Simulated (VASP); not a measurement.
Set up this calculation in VASP 6.6.1, as the native input.

```yaml
Task: single point
Functional: PBEsol
Potentials_or_basis: VASP PAW PBE potentials, release 64 (Zn, Se)
Cutoff: 520 eV
k_mesh: 8 × 8 × 8
Occupations: gaussian, width 0.02 eV
Spin: no spin polarisation
Dipole_correction: no
Further_INCAR_settings: ALGO = Normal; EDIFF = 1e-06; NBANDS = 16
```

The structure of ZnSe lies in POSCAR:

```
ZnSe
1.0
    0.0000000000      2.8718417359      2.8718417359
    2.8718417359      0.0000000000      2.8718417359
    2.8718417359      2.8718417359      0.0000000000
Zn Se
1 1
Direct
    0.0000000000      0.0000000000      0.0000000000
    0.2500000000      0.2500000000      0.2500000000
```

This cell differs from its parent crystal: volume scaled by 1.06.

One way to write it, as run:

INCAR

```
SYSTEM = ZnSe
ALGO = Normal
EDIFF = 1E-6
ENCUT = 520
GGA = PS
ISIF = 2
ISMEAR = 0
LASPH = .TRUE.
LCHARG = .FALSE.
LREAL = .FALSE.
LWAVE = .FALSE.
NBANDS = 16
NELM = 100
PREC = Accurate
SIGMA = 0.02
```

KPOINTS

```
k-points
0
G
  8 8 8
  0 0 0
```

Potentials or basis: VASP PAW PBE potentials, release 64 (Zn, Se).

The run is started by

```console
$ cat potpaw_PBE.64/Zn/POTCAR potpaw_PBE.64/Se/POTCAR > POTCAR
$ mpirun -np 1 vasp_std > vasp.out
```

Results of the run:

```
Pressure               : -3.1 GPa
Band gap on the k mesh : 1.02 eV, direct
```

Caveat: the PAW data sets were made with another functional, which shifts forces and pressure a little.

Wall time 16 s on 1 thread of AMD EPYC 7R43 64-Core Processor (Zen 3) (shared host), peak memory 0.14 GiB.
